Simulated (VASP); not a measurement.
Wanted: the native input for a VASP 6.6.1 run.

- Task: single point
- Functional: PBE
- Potentials or basis: VASP PAW PBE potentials, release 64 (Ba_sv)
- Cutoff: 520 eV
- k mesh: 10 × 10 × 10
- Occupations: fermi-dirac, width 0.1 eV
- Spin: no spin polarisation
- Dipole correction: no
- Further INCAR settings: ALGO = Normal; EDIFF = 1e-06; NBANDS = 11

The structure of Ba lies in POSCAR:

```
Ba
1.0
    0.0000000000      3.0920849283      3.0920849283
    3.0920849283      0.0000000000      3.0920849283
    3.0920849283      3.0920849283      0.0000000000
Ba
1
Direct
    0.0000000000      0.0000000000      0.0000000000
```

This isn't the form of Ba at room conditions, which is bcc.

One way to write it, as run:

INCAR

```
SYSTEM = Ba
PREC = Accurate
ENCUT = 520
EDIFF = 1E-6
ISMEAR = -1
SIGMA = 0.1
LREAL = .False.
LASPH = .True.
NELM = 100
ALGO = Normal
ISIF = 2
LWAVE = .False.
LCHARG = .True.
GGA = PE
LELF = .True.
LVHAR = .True.
NBANDS = 11
```

KPOINTS

```
Automatic mesh
0
Gamma
  10 10 10
  0 0 0
```

Potentials or basis: VASP PAW PBE potentials, release 64 (Ba_sv).

The run is started by

```console
$ cat potpaw_PBE.64/Ba_sv/POTCAR > POTCAR
$ mpirun -np 1 vasp_std > vasp.out
```

It gave:

| Property | Result |
| --- | --- |
| Pressure | 0.8 GPa |
| Band gap on the k mesh | zero (bands 5 and 6 overlap by 0.23 eV) |

Caveat: spin-orbit coupling is left out, which moves the levels of the heavy elements.

Wall time 20 s on 1 thread of Intel(R) Xeon(R) Platinum 8375C CPU @ 2.90GHz (Ice Lake) (shared host), peak memory 0.21 GiB.
